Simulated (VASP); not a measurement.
# Si4GePt (F-43m) in VASP: further runs, part 2 of 2

VASP 6.6.1. Earlier steps stand in the parts before.

## Step 5: Single point, PBE

This run uses another cell than the first one, of 15.95 Å³/atom, 1.101 times its volume.

Input file INCAR:

```
PREC = Accurate
ENCUT = 520
EDIFF = 1E-6
ISMEAR = 0
SIGMA = 0.1
LREAL = False
LASPH = True
NELM = 60
ALGO = Normal
ISIF = 2
LWAVE = False
LCHARG = True
GGA = PE
LELF = True
LVHAR = True
NBANDS = 29
```

Input file KPOINTS:

```
regular mesh
0
Gamma
  10 10 10
```

Input file POSCAR:

```
Si4GePt
1.0
    0.0000000000      3.6303178959      3.6303178959
    3.6303178959      0.0000000000      3.6303178959
    3.6303178959      3.6303178959      0.0000000000
Si Ge Pt
4 1 1
Direct
    0.6256341220      0.6256341220      0.1230976341
    0.6256341220      0.1230976341      0.6256341220
    0.1230976341      0.6256341220      0.6256341220
    0.6256341220      0.6256341220      0.6256341220
    0.0000000000      0.0000000000      0.0000000000
    0.2500000000      0.2500000000      0.2500000000
```

Command:

```sh
> cat potpaw_PBE.64/Si/POTCAR potpaw_PBE.64/Ge_d/POTCAR potpaw_PBE.64/Pt/POTCAR > POTCAR
> mpirun -np 1 vasp_std > vasp.out
```

Wall time 2 min (1 thread of AMD EPYC 7R13 (Zen 3), shared host); peak memory 0.29 GiB.

It converged, with:

```
Free energy            : -29.2549 eV
Pressure               : -0.1 GPa
Band gap on the k mesh : zero (band 20 reaches 9.68 eV, above the bottom of band 21 at 8.49 eV)
```

Levels at points of the mesh, in eV from the Fermi level:
| k point | band 17 | band 18 | band 19 | band 20 | band 21 | band 22 | band 23 | band 24 |
| --- | --- | --- | --- | --- | --- | --- | --- | --- |
| (0.00, 0.00, 0.00) | -1.11 | -1.11 | -1.11 | -0.42 | -0.42 | -0.42 | 0.03 | 0.63 |
| (0.50, 0.00, 0.00) | -1.58 | -1.58 | -0.86 | 0.37 | 0.43 | 0.43 | 1.23 | 1.23 |
| (0.50, 0.50, 0.00) | -1.56 | 0.32 | 0.32 | 0.39 | 0.93 | 0.93 | 1.05 | 2.37 |

Caveat: spin-orbit coupling is left out, which moves the levels of the heavy elements.

## Step 6: Relaxation of cell and atoms, PBE

This run uses another cell than the first one, of 15.96 Å³/atom, 1.102 times its volume.

Input file INCAR:

```
SYSTEM = Si4GePt
ALGO = Normal ; EDIFF = 1E-7
EDIFFG = -0.01 ; ENCUT = 600
GGA = PE ; IBRION = 2
ISIF = 3 ; ISMEAR = 0
LASPH = .True. ; LCHARG = .False.
LREAL = .False. ; LWAVE = .False.
NELM = 100 ; NSW = 100
PREC = Accurate ; SIGMA = 0.1
```

Input file KPOINTS:

```
k-points
0
Gamma
  10 10 10
  0 0 0
```

Input file POSCAR:

```
Si4GePt
1.0
    0.0000000000      3.6310172940      3.6310172940
    3.6310172940      0.0000000000      3.6310172940
    3.6310172940      3.6310172940      0.0000000000
Si Ge Pt
4 1 1
Direct
    0.6248057621      0.6248057621      0.1255827138
    0.6248057621      0.1255827138      0.6248057621
    0.1255827138      0.6248057621      0.6248057621
    0.6248057621      0.6248057621      0.6248057621
    0.0000000000      0.0000000000      0.0000000000
    0.2500000000      0.2500000000      0.2500000000
```

Potentials or basis: VASP PAW PBE potentials, release 64 (Si, Ge_d, Pt).

Command:

```sh
> cat potpaw_PBE.64/Si/POTCAR potpaw_PBE.64/Ge_d/POTCAR potpaw_PBE.64/Pt/POTCAR > POTCAR
> mpirun -np 1 vasp_std > vasp.out
```

OUTCAR:

```text
SYSTEM = Si4GePt
   EDIFF = 1E-7
   EDIFFG = -0.01
   ENCUT = 600
   GGA = PE
   IBRION = 2
   ISIF = 3
   ISMEAR = 0
   LASPH = .True.
   LREAL = .False.
   NELM = 100
   NSW = 100
   PREC = Accurate

 ion  position               nearest neighbor table
   1  0.625  0.625  0.126-   2 2.56   3 2.56   4 2.56   2 2.57   3 2.57   4 2.57   6 3.01   6 3.01
                             6 3.01   5 3.01   5 3.01   5 3.01
   2  0.625  0.126  0.625-   1 2.56   3 2.56   4 2.56   3 2.57   1 2.57   4 2.57   6 3.01   6 3.01
                             6 3.01   5 3.01   5 3.01   5 3.01
   3  0.126  0.625  0.625-   1 2.56   2 2.56   4 2.56   2 2.57   1 2.57   4 2.57   6 3.01   6 3.01
                             6 3.01   5 3.01   5 3.01   5 3.01
   4  0.625  0.625  0.625-   1 2.56   2 2.56   3 2.56   3 2.57   2 2.57   1 2.57   6 3.01   6 3.01
                             6 3.01   5 3.01   5 3.01   5 3.01
   5  0.000  0.000  0.000-   1 3.01   2 3.01   3 3.01   4 3.01   4 3.01   4 3.01   3 3.01   2 3.01
                             1 3.01   1 3.01   2 3.01   3 3.01   6 3.14   6 3.14   6 3.14   6 3.14
   6  0.250  0.250  0.250-   2 3.01   3 3.01   1 3.01   3 3.01   1 3.01   2 3.01   4 3.01   4 3.01
                             4 3.01   1 3.01   2 3.01   3 3.01   5 3.14   5 3.14   5 3.14   5 3.14

  LATTYP: Found a face centered cubic cell.
 ALAT       =     7.2620345880

  Lattice vectors:

 A1 = (   0.0000000000,   3.6310172940,   3.6310172940)
 A2 = (   3.6310172940,   0.0000000000,   3.6310172940)
 A3 = (   3.6310172940,   3.6310172940,   0.0000000000)

Analysis of symmetry for initial positions (statically):
=====================================================================
 Subroutine PRICEL returns:
 Original cell was already a primitive cell.

 Routine SETGRP: Setting up the symmetry group for a
 face centered cubic supercell.

 Subroutine GETGRP returns: Found 24 space group operations
 (whereof 24 operations were pure point group operations)
 out of a pool of 48 trial point group operations.

The static configuration has the point symmetry T_d .

Analysis of symmetry for dynamics (positions and initial velocities):
=====================================================================
[... 145 lines left out ...]
   AEXX    =    0.0000 exact exchange contribution
   IVDW    =     0    specifies the selected vdW correction
   LEPSILON=     F    determine dielectric tensor
   LRPA    =     F    only Hartree local field effects (RPA)
 conjugate gradient relaxation of ions
 non-spin polarized calculation
 Gauss-broadening in eV      SIGMA  =   0.10
  energy-cutoff  :      600.00
  volume of cell :       95.74
 maximum number of plane-waves:      3250
 NGX is ok and might be reduce to    42

--------------------------------------- Ionic step        1  -------------------------------------------

 number of electron      39.9999993 magnetization

 Free energy of the ion-electron system (eV)
  ---------------------------------------------------
  ext. energy  EPLUGINS =         0.00000000
  ---------------------------------------------------
  free energy    TOTEN  =       -29.25116457 eV

  energy without entropy =      -29.23074393  energy(sigma->0) =      -29.24095425

------------------------ aborting loop because EDIFF is reached ----------------------------------------

  FORCE on cell =-STRESS in cart. coord.  units (eV):
  Direction    XX          YY          ZZ          XY          YZ          ZX
  --------------------------------------------------------------------------------------
  -------------------------------------------------------------------------------------
  Total       -0.0424825     -0.0424825     -0.0424825      0.0000000      0.0000000      0.0000000
  in kB       -0.7108949     -0.7108949     -0.7108949      0.0000000      0.0000000      0.0000000
  external PRESSURE =      -0.7108949 kB  Pullay stress =       0.0000000 kB
[... 67 lines left out ...]
--------------------------------------- Ionic step        3  -------------------------------------------

 number of electron      39.9999994 magnetization

 Free energy of the ion-electron system (eV)
  ---------------------------------------------------
  ext. energy  EPLUGINS =         0.00000000
  ---------------------------------------------------
  free energy    TOTEN  =       -29.25505333 eV

  energy without entropy =      -29.23493361  energy(sigma->0) =      -29.24499347

 E-fermi :   9.1235     XC(G=0): -11.3893

 val. band max:        9.1150058492   @ k =   0.4000   0.2000   0.0000
 cond. band min:       9.1300160429   @ k =  -0.4000   0.4000   0.2000
 fundamental gap:      0.0150101938
 Fermi energy:         9.1235143285

 k-point     1 :       0.0000    0.0000    0.0000
  band No.  band energies     occupation
      1     -15.7186      2.00000
      2     -15.7186      2.00000
      3     -15.7154      2.00000
      4     -15.7154      2.00000
      5     -15.7154      2.00000
      6      -4.5690      2.00000
[... 637 lines left out ...]
     23      11.1482      0.00000
     24      11.4380      0.00000

 [... further k-points ...]
[... 5 lines left out ...]
  --------------------------------------------------------------------------------------
  -------------------------------------------------------------------------------------
  Total        0.0133900      0.0133900      0.0133900     -0.0000000      0.0000000      0.0000000
  in kB        0.2243306      0.2243306      0.2243306     -0.0000000      0.0000000      0.0000000
  external PRESSURE =       0.2243306 kB  Pullay stress =       0.0000000 kB
[... 21 lines left out ...]
  FREE ENERGIE OF THE ION-ELECTRON SYSTEM (eV)
  ---------------------------------------------------
  free  energy   TOTEN  =       -29.2550533306 eV

  energy  without entropy=      -29.2349336079  energy(sigma->0) =      -29.24499347

 reached required accuracy - stopping structural energy minimisation
```

CONTCAR:

```text
Si4GePt
   1.00000000000000
     0.0000000000000000    3.6295906161844509    3.6295906161844509
     3.6295906161844509   -0.0000000000000000    3.6295906161844509
     3.6295906161844509    3.6295906161844509    0.0000000000000000
  Si              Ge              Pt
     4     1     1
Direct
     0.6256280571101471    0.6256280571101471    0.1231158287695673
     0.6256280571101471    0.1231158287695673    0.6256280571101471
     0.1231158287695673    0.6256280571101471    0.6256280571101471
     0.6256280571101471    0.6256280571101471    0.6256280571101471
     0.0000000000000000    0.0000000000000000    0.0000000000000000
     0.2500000000000000    0.2500000000000000    0.2500000000000000

  0.00000000E+00  0.00000000E+00  0.00000000E+00
  0.00000000E+00  0.00000000E+00  0.00000000E+00
  0.00000000E+00  0.00000000E+00  0.00000000E+00
  0.00000000E+00  0.00000000E+00  0.00000000E+00
  0.00000000E+00  0.00000000E+00  0.00000000E+00
  0.00000000E+00  0.00000000E+00  0.00000000E+00
```

Wall time 5.6 min (1 thread of AMD EPYC 7R13 (Zen 3), shared host); peak memory 0.34 GiB.

What came out:

```
Free energy                            : -29.2551 eV
Relaxed volume                         : 15.94 Å³/atom
Relaxed cell                           : a = 5.133 Å, b = 5.133 Å, c = 5.133 Å, α = 60.00°, β = 60.00°, γ = 60.00°
Space group after relaxing (to 0.05 Å) : F-43m (No. 216)
Energy gained by relaxing              : 0.6 meV/atom
Ionic steps                            : 3
Pressure after relaxing                : 0.0 GPa
Band gap on the k mesh                 : zero (band 20 reaches 9.69 eV, above the bottom of band 21 at 8.50 eV)
```

Step by step:
```csv
step,energy change (eV),largest force (eV/Å),pressure (GPa),volume (Å³)
1,0.0000,0.1864,-0.07,95.74
2,-0.0038,0.0246,0.00,95.65
3,-0.0039,0.0002,0.02,95.63
```

Final structure:
```
Si Ge Pt
1.0
     0.00000    3.62959    3.62959
     3.62959    0.00000    3.62959
     3.62959    3.62959    0.00000
Si Ge Pt
4 1 1
Direct
  0.62563 0.62563 0.12312
  0.62563 0.12312 0.62563
  0.12312 0.62563 0.62563
  0.62563 0.62563 0.62563
  0.00000 0.00000 0.00000
  0.25000 0.25000 0.25000
```

Caveat: spin-orbit coupling is left out, which moves the levels of the heavy elements.

## Step 7: Overview

| task | cell | k mesh | cutoff (eV) | gap on the mesh (eV) | pressure (GPa) | relaxed volume (Å³/atom) | largest force (eV/Å) |
| --- | --- | --- | --- | --- | --- | --- | --- |
| single point | a = 4.972 Å, angles 60.0°, 6 atoms | 4 × 4 × 4 | 520 | none | 11.6 | - | 0.28 |
| single point | a = 5.135 Å, angles 60.0°, 6 atoms | 4 × 4 × 4 | 520 | none | 0.2 | - | 0.05 |
| relaxation of cell and atoms | relaxed from a = 4.972 Å, angles 60.0°, 6 atoms | 4 × 4 × 4 | 600 | none | 0.1 | 15.98 | 0.02 |
| single point | a = 5.134 Å, angles 60.0°, 6 atoms | 10 × 10 × 10 | 520 | none | -0.1 | - | - |
| relaxation of cell and atoms | relaxed from a = 5.135 Å, angles 60.0°, 6 atoms | 10 × 10 × 10 | 600 | none | 0.0 | 15.94 | - |

Some of these runs hold the atoms at other places in the same cell, which the table doesn't show; runs alike in all that it shows share one row.

Alike in all rows: level PBE; potentials or basis VASP PAW PBE potentials, release 64 (Si, Ge_d, Pt); no spin polarisation; smearing gaussian 0.1 eV.

Caveats: some runs use coarse meshes; spin-orbit coupling is left out, which moves the levels of the heavy elements.

Total energies depend on the potentials used, so only differences within one code and one set of settings carry meaning.
